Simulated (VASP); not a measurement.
# Hf2Si (I4/mcm) in VASP: single point with PBEsol

Aim: the single point of Hf2Si with PBEsol.

Program: VASP 6.6.1. These are calculated values, not measurements. Logs are shortened: lines on timing, memory, paths and dates and some standing lists are left out, and cuts for length are marked.

## 1. The cell of the first run

It takes space group I4/mcm (No. 140, tetragonal). Conventional cell: a = 6.694 Å, b = 6.694 Å, c = 4.865 Å, α = 90.00°, β = 90.00°, γ = 90.00°. Hf (site symmetry m2m) has 4 Si at 2.80 Å and 11 Hf at 2.97 to 3.57 Å within 3.7 Å. Si (site symmetry 422) has 2 Si at 2.43 Å and 8 Hf at 2.80 Å within 3.2 Å.

## 2. Single point, PBEsol

File INCAR:

```
PREC = Accurate ; ENCUT = 520
EDIFF = 1E-6 ; ISMEAR = 0
SIGMA = 0.15 ; LREAL = False
LASPH = True ; NELM = 100
ALGO = Fast ; ISIF = 2
LWAVE = False ; LCHARG = False
GGA = PS ; NBANDS = 33
```

File KPOINTS:

```
regular mesh
0
Gamma
  14 14 14
```

File POSCAR:

```
Hf2Si
1.0
   -3.3470731420      3.3470731420      2.4325583004
    3.3470731420     -3.3470731420      2.4325583004
    3.3470731420      3.3470731420     -2.4325583004
Hf Si
4 2
Direct
    0.8432528484      0.6567471516      0.5000000000
    0.3432528484      0.8432528484      0.1865056968
    0.1567471516      0.3432528484      0.5000000000
    0.6567471516      0.1567471516      0.8134943032
    0.7500000000      0.7500000000      0.0000000000
    0.2500000000      0.2500000000      0.0000000000
```

Potentials or basis: VASP PAW PBE potentials, release 64 (Hf_pv, Si).

On the command line:

```bash
cat potpaw_PBE.64/Hf_pv/POTCAR potpaw_PBE.64/Si/POTCAR > POTCAR
mpirun -np 1 vasp_std > vasp.out
```

OUTCAR:

```text
PREC = Accurate
   ENCUT = 520
   EDIFF = 1E-6
   ISMEAR = 0
   LREAL = False
   LASPH = True
   NELM = 100
   ISIF = 2
   GGA = PS

 ion  position               nearest neighbor table
   1  0.843  0.657  0.500-   6 2.80   5 2.80   5 2.80   6 2.80   3 2.97   3 3.01   3 3.01   4 3.21
                             2 3.21   4 3.21   2 3.21   2 3.57   4 3.57   2 3.57   4 3.57
   2  0.343  0.843  0.187-   5 2.80   6 2.80   6 2.80   5 2.80   4 2.97   4 3.01   4 3.01   3 3.21
                             1 3.21   1 3.21   3 3.21   3 3.57   1 3.57   1 3.57   3 3.57
   3  0.157  0.343  0.500-   5 2.80   6 2.80   6 2.80   5 2.80   1 2.97   1 3.01   1 3.01   4 3.21
                             2 3.21   4 3.21   2 3.21   4 3.57   2 3.57   4 3.57   2 3.57
   4  0.657  0.157  0.813-   6 2.80   5 2.80   5 2.80   6 2.80   2 2.97   2 3.01   2 3.01   3 3.21
                             1 3.21   1 3.21   3 3.21   1 3.57   3 3.57   1 3.57   3 3.57
   5  0.750  0.750  0.000-   6 2.43   6 2.43   1 2.80   2 2.80   4 2.80   2 2.80   1 2.80   4 2.80
                             3 2.80   3 2.80
   6  0.250  0.250  0.000-   5 2.43   5 2.43   2 2.80   3 2.80   4 2.80   1 2.80   3 2.80   1 2.80
                             4 2.80   2 2.80

  LATTYP: Found a body centered tetragonal cell.
 ALAT       =     6.6941462840
 C/A-ratio  =     0.7267717786

  Lattice vectors:

 A1 = (  -3.3470731420,   3.3470731420,   2.4325583004)
 A2 = (   3.3470731420,  -3.3470731420,   2.4325583004)
 A3 = (   3.3470731420,   3.3470731420,  -2.4325583004)

Analysis of symmetry for initial positions (statically):
=====================================================================
 Subroutine PRICEL returns:
 Original cell was already a primitive cell.

 Routine SETGRP: Setting up the symmetry group for a
 body centered tetragonal supercell.

 Subroutine GETGRP returns: Found 16 space group operations
 (whereof  8 operations were pure point group operations)
 out of a pool of 16 trial point group operations.

The static configuration has the point symmetry C_4h.
 The point group associated with its full space group is D_4h.

Analysis of symmetry for dynamics (positions and initial velocities):
=====================================================================
 Subroutine PRICEL returns:
 Original cell was already a primitive cell.

 Routine SETGRP: Setting up the symmetry group for a
 body centered tetragonal supercell.

 Subroutine GETGRP returns: Found 16 space group operations
 (whereof  8 operations were pure point group operations)
 out of a pool of 16 trial point group operations.

The dynamic configuration has the point symmetry C_4h.
 The point group associated with its full space group is D_4h.

 Subroutine INISYM returns: Found 16 space group operations
 (whereof  8 operations are pure point group operations),
 and found     1 'primitive' translations

----------------------------------------------------------------------------------------

                                     Primitive cell

  volume of cell :     109.0068

  direct lattice vectors                    reciprocal lattice vectors
    -3.347073142  3.347073142  2.432558300     0.000000000  0.149384247  0.205544919
     3.347073142 -3.347073142  2.432558300     0.149384247  0.000000000  0.205544919
     3.347073142  3.347073142 -2.432558300     0.149384247  0.149384247  0.000000000

  length of vectors
     5.321948621  5.321948621  5.321948621     0.254095193  0.254095193  0.211261228

  position of ions in fractional coordinates (direct lattice)
     0.843252848  0.656747152  0.500000000
     0.343252848  0.843252848  0.186505697
     0.156747152  0.343252848  0.500000000
     0.656747152  0.156747152  0.813494303
     0.750000000  0.750000000  0.000000000
     0.250000000  0.250000000  0.000000000

  ion indices of the primitive-cell ions
   primitive index   ion index
                 1           1
                 2           2
                 3           3
                 4           4
                 5           5
                 6           6

----------------------------------------------------------------------------------------

 KPOINTS: regular mesh

Automatic generation of k-mesh.
 Grid dimensions read from file:
 generate k-points for:   14   14   14

 Generating k-lattice:

  Cartesian coordinates                     Fractional coordinates (reciprocal lattice)
     0.000000000  0.010670303  0.014681780     0.071428571  0.000000000  0.000000000
     0.010670303  0.000000000  0.014681780     0.000000000  0.071428571  0.000000000
     0.010670303  0.010670303  0.000000000     0.000000000  0.000000000  0.071428571

  Length of vectors
     0.018149657  0.018149657  0.015090088

  Shift w.r.t. Gamma in fractional coordinates (k-lattice)
     0.000000000  0.000000000  0.000000000

 Subroutine IBZKPT returns following result:
 ===========================================

 Found    244 irreducible k-points:

 Following reciprocal coordinates:
            Coordinates               Weight
  0.000000  0.000000  0.000000      1.000000
  0.071429  0.000000  0.000000      8.000000
  0.142857  0.000000  0.000000      8.000000
  0.214286 -0.000000  0.000000      8.000000
  0.285714  0.000000 -0.000000      8.000000
  0.357143  0.000000 -0.000000      8.000000
[... 16 lines left out ...]
  0.214286  0.142857  0.000000     16.000000
  0.285714  0.142857 -0.000000     16.000000
 [... further k-points ...]
   k-points           NKPTS =    244   k-points in BZ     NKDIM =    244   number of bands    NBANDS=     33
   number of dos      NEDOS =    301   number of ions     NIONS =      6
   total plane-waves  NPLWV =  64000
   dimension x,y,z NGX =    40 NGY =   40 NGZ =   40
   dimension x,y,z NGXF=    80 NGYF=   80 NGZF=   80
   ions per type =               4   2
   NGX,Y,Z   is equivalent  to a cutoff of  12.50, 12.50, 12.50 a.u.
   NGXF,Y,Z  is equivalent  to a cutoff of  24.99, 24.99, 24.99 a.u.
 SYSTEM =  unknown system
   PREC   = accura    normal or accurate (medium, high low for compatibility)
   ISTART =      0    job   : 0-new  1-cont  2-samecut
   ICHARG =      2    charge: 1-file 2-atom 10-const
   ISPIN  =      1    spin polarized calculation?
   LNONCOLLINEAR =      F non collinear calculations
   LSORBIT =      F    spin-orbit coupling
   LASPH  =      T    aspherical Exc in radial PAW
   ENCUT  =  520.0 eV  38.22 Ry    6.18 a.u.   9.90  9.90  9.90*2*pi/ulx,y,z
   NELM   =    100;   NELMIN=  2; NELMDL= -5     # of ELM steps
   EDIFF  = 0.1E-05   stopping-criterion for ELM
   LREAL  =      F    real-space projection
   EDIFFG = 0.1E-04   stopping-criterion for IOM
   NSW    =      0    number of steps for IOM
   IBRION =     -1    ionic relax: 0-MD 1-quasi-New 2-CG
   NFREE  =      0    steps in history (QN), initial steepest desc. (CG)
   ISIF   =      2    stress and relaxation
   ISYM   =      2    0-nonsym 1-usesym 2-fastsym
   POTIM  = 0.5000    time-step for ionic-motion
   TEBEG  =    0.0;   TEEND  =   0.0 temperature during run
   PSTRESS=    0.0 pullay stress
   NELECT =      48.0000    total number of electrons
   NUPDOWN=      -1.0000    fix difference up-down
   EMIN   =  10.00;   EMAX   =-10.00  energy-range for DOS
   EFERMI =   0.00;   METHOD = LEGACY
   ISMEAR =     0;   SIGMA  =   0.15  broadening in eV -4-tet -1-fermi 0-gaus
   EFERMI_NEDOS =   21; number of points for ismear=-14 and -15
   IALGO  =     68    algorithm
   IMIX   =      4    mixing-type and parameters
     AMIX     =   0.40;   BMIX     =  1.00
     AMIX_MAG =   1.60;   BMIX_MAG =  1.00
  volume/ion in A,a.u.               =      18.17       122.60
  Fermi-wavevector in a.u.,A,eV,Ry     =   1.245482  2.353619 21.105694  1.551225
  Thomas-Fermi vector in A             =   2.379702
   LORBIT       =      0    0 simple, 1 ext, 2 COOP (PROOUT), +10 PAW based schemes
   GGA     = PS    functional components
   LHFCALC =     F    Hartree Fock is set to
   AEXX    =    0.0000 exact exchange contribution
   IVDW    =     0    specifies the selected vdW correction
   LEPSILON=     F    determine dielectric tensor
   LRPA    =     F    only Hartree local field effects (RPA)
 non-spin polarized calculation
 RMM-DIIS sequential band-by-band and
 Gauss-broadening in eV      SIGMA  =   0.15
  energy-cutoff  :      520.00
  volume of cell :      109.01
 maximum number of plane-waves:      2973
   NGX = 19   NGY = 19   NGZ = 19

 number of electron      48.0000001 magnetization

 Free energy of the ion-electron system (eV)
  ---------------------------------------------------
  ext. energy  EPLUGINS =         0.00000000
  ---------------------------------------------------
  free energy    TOTEN  =       -57.97935346 eV

  energy without entropy =      -57.95543548  energy(sigma->0) =      -57.96739447

 E-fermi :   6.1994     XC(G=0): -11.7231

 val. band max:        6.1984863060   @ k =  -0.2857  -0.4286   0.2857
 cond. band min:       6.2084369197   @ k =   0.2857   0.2857   0.1429
 fundamental gap:      0.0099506136
 Fermi energy:         6.1993691550

 k-point     1 :       0.0000    0.0000    0.0000
  band No.  band energies     occupation
      1     -24.1359      2.00000
      2     -24.0695      2.00000
      3     -24.0100      2.00000
      4     -24.0100      2.00000
      5     -24.0070      2.00000
      6     -24.0070      2.00000
[... 25 lines left out ...]
     32       9.5265      0.00000
     33      10.1694      0.00000

 k-point     2 :       0.0714    0.0000    0.0000
  band No.  band energies     occupation
      1     -24.1327      2.00000
      2     -24.0859      2.00000
      3     -24.0481      2.00000
      4     -24.0441      2.00000
      5     -23.9679      2.00000
      6     -23.9661      2.00000
[... 25 lines left out ...]
     32       9.7957      0.00000
     33      10.2173      0.00000

 k-point     3 :       0.1429    0.0000    0.0000
  band No.  band energies     occupation
      1     -24.1352      2.00000
      2     -24.1224      2.00000
      3     -24.0800      2.00000
      4     -24.0554      2.00000
      5     -23.9280      2.00000
      6     -23.9280      2.00000
[... 25 lines left out ...]
     32      10.3412      0.00000
     33      10.3659      0.00000

 k-point     4 :       0.2143   -0.0000    0.0000
  band No.  band energies     occupation
      1     -24.1592      2.00000
      2     -24.1549      2.00000
      3     -24.1000      2.00000
      4     -24.0324      2.00000
      5     -23.9084      2.00000
      6     -23.8910      2.00000
[... 25 lines left out ...]
     32      10.5868      0.00000
     33      10.8347      0.00000

 k-point     5 :       0.2857    0.0000   -0.0000
  band No.  band energies     occupation
      1     -24.1868      2.00000
      2     -24.1781      2.00000
      3     -24.1045      2.00000
      4     -23.9959      2.00000
      5     -23.8997      2.00000
      6     -23.8660      2.00000
[... 604 lines left out ...]
 k-point    22 :       0.1429    0.1429    0.0000
  band No.  band energies     occupation
      1     -24.2033      2.00000
      2     -24.1560      2.00000
      3     -24.1089      2.00000
      4     -24.0162      2.00000
      5     -23.8897      2.00000
      6     -23.8715      2.00000
[... 25 lines left out ...]
     32      10.4259      0.00000
     33      10.7592      0.00000

 k-point    23 :       0.2143    0.1429    0.0000
  band No.  band energies     occupation
      1     -24.2268      2.00000
      2     -24.1661      2.00000
      3     -24.1084      2.00000
      4     -23.9720      2.00000
      5     -23.8943      2.00000
      6     -23.8816      2.00000
[... 25 lines left out ...]
     32       9.8714      0.00000
     33      10.9814      0.00000

 k-point    24 :       0.2857    0.1429   -0.0000
  band No.  band energies     occupation
      1     -24.2385      2.00000
      2     -24.1703      2.00000
      3     -24.0911      2.00000
      4     -23.9374      2.00000
      5     -23.9117      2.00000
      6     -23.8747      2.00000
[... 25 lines left out ...]
     32       9.9264      0.00000
     33      10.1883      0.00000

 [... further k-points ...]

------------------------ aborting loop because EDIFF is reached ----------------------------------------

  FORCE on cell =-STRESS in cart. coord.  units (eV):
  Direction    XX          YY          ZZ          XY          YZ          ZX
  --------------------------------------------------------------------------------------
  -------------------------------------------------------------------------------------
  Total       -3.6238429     -3.6238429      8.4786062      0.0000000      0.0000000      0.0000000
  in kB      -53.2630815    -53.2630815    124.6181758      0.0000000      0.0000000      0.0000000
  external PRESSURE =       6.0306709 kB  Pullay stress =       0.0000000 kB

 VOLUME and BASIS-vectors are now :
 -----------------------------------------------------------------------------
  energy-cutoff  :      520.00
  volume of cell :      109.01
      direct lattice vectors                 reciprocal lattice vectors
    -3.347073142  3.347073142  2.432558300     0.000000000  0.149384247  0.205544919
     3.347073142 -3.347073142  2.432558300     0.149384247  0.000000000  0.205544919
     3.347073142  3.347073142 -2.432558300     0.149384247  0.149384247  0.000000000

 POSITION                                       TOTAL-FORCE (eV/Angst)
 -----------------------------------------------------------------------------------
      1.04929      2.29778      2.43256        -0.128292      0.128292     -0.000000
      2.29778     -1.04929      2.43256         0.128292      0.128292      0.000000
      2.29778      1.04929      0.00000         0.128292     -0.128292     -0.000000
      1.04929      4.39636      0.00000        -0.128292     -0.128292      0.000000
      0.00000      0.00000      3.64884        -0.000000     -0.000000      0.000000
      0.00000      0.00000      1.21628        -0.000000     -0.000000      0.000000
 -----------------------------------------------------------------------------------
    total drift:                                0.000000      0.000000     -0.000000

  FREE ENERGIE OF THE ION-ELECTRON SYSTEM (eV)
  ---------------------------------------------------
  free  energy   TOTEN  =       -57.9793534560 eV

  energy  without entropy=      -57.9554354779  energy(sigma->0) =      -57.96739447
```

Run time: 16 min. Hardware: 1 thread of Intel Xeon Platinum 8259CL at 2.50GHz (Skylake/Cascade Lake), shared host; peak memory 0.75 GiB.

What came out:

```yaml
Free_energy: -57.9794 eV
Pressure: 0.6 GPa
Largest_force: 0.181 eV/Å
Band_gap_on_the_k_mesh: zero (bands 24 and 25 overlap by 0.53 eV)
```

Forces on the atoms (eV/Å):
```
Hf  -0.128  0.128  0.000
Hf   0.128  0.128  0.000
Hf   0.128 -0.128  0.000
Hf  -0.128 -0.128  0.000
Si   0.000  0.000  0.000
Si   0.000  0.000  0.000
```

Stress tensor (GPa, compression positive):
```
-5.33  0.00  0.00
 0.00 -5.33  0.00
 0.00  0.00 12.46
```

Caveat: the stress differs along the axes, from -5 to 12 GPa; the PAW data sets were made with another functional, which shifts forces and pressure a little; spin-orbit coupling is left out, which moves the levels of the heavy elements.
